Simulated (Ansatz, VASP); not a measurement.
# Two plane-wave programs on Sr

Contents of INCAR:

```
SYSTEM = Sr
PREC = Accurate
ENCUT = 520
EDIFF = 1E-6
ISMEAR = 0
SIGMA = 0.15
LREAL = .FALSE.
LASPH = .TRUE.
NELM = 100
ALGO = Fast
ISIF = 2
LWAVE = .FALSE.
LCHARG = .FALSE.
GGA = PS
NBANDS = 17
```

The input KPOINTS:

```
Automatic mesh
0
G
  12 12 8
  0 0 0
```

File POSCAR:

```
Sr
1.0
    3.8937884075      0.0000000000      0.0000000000
   -1.9468942037      3.6387507070      0.0000000000
    0.0000000000      0.0000000000      7.3600234723
Sr
2
Direct
    0.3333333333      0.6666666667      0.2500000000
    0.6666666667      0.3333333333      0.7500000000
```

Input for Ansatz:

```yaml
crystal:
  lattice:
    - [3.8937884075, 0.0, 0.0]
    - [-1.9468942037, 3.638750707, 0.0]
    - [0.0, 0.0, 7.3600234723]
  atoms:
    - { symbol: Sr, position: [0.3333333333, 0.6666666667, 0.25] }
    - { symbol: Sr, position: [0.6666666667, 0.3333333333, 0.75] }
basis:
  ecutwfc: 420
kpoints:
  mp_grid: { grid: [12, 12, 8] }
hamiltonian:
  xc: pbesol
  pseudopotentials: { kind: paw }
scf:
  occupations: { method: gaussian, width: 0.15 }
output:
  forces: true
  stress: true
  eigenvalues: true
```

Change from the starting cell: strain +e along x and -e along y -0.0367, strain +e along z and -e/2 along x and y +0.0700.

Alike in both runs: task single point; functional PBEsol; k mesh 12 × 12 × 8; occupations gaussian, width 0.15 eV; no spin polarisation.

|  | VASP | Ansatz |
| --- | --- | --- |
| version | VASP 6.6.1 | Ansatz 0.2.0 |
| potentials or method | VASP PAW PBE potentials, release 64 (Sr_sv), cutoff 520 eV | scalar-relativistic, plane waves, PAW |
| valence electrons in the cell | 20 | 20 |

```tsv
	VASP	Ansatz	Ansatz less VASP
gap on the k mesh at the Fermi level (eV)	none	none	-
pressure (GPa)	0.2	0.2	-0.01
traceless stress, the component that is largest in VASP (GPa)	2.00	2.00	-0.002
rms of the force components (eV/Å)	0.029	0.029	-0.0001
```

VASP's potentials were made for PBE, not for PBEsol. Atom by atom the forces differ by 0.000 eV/Å (rms over components). A gap of «none» marks a metal or a gap that the smearing closes. The functional is the same, so the differences come from potentials, cutoffs and numerics.
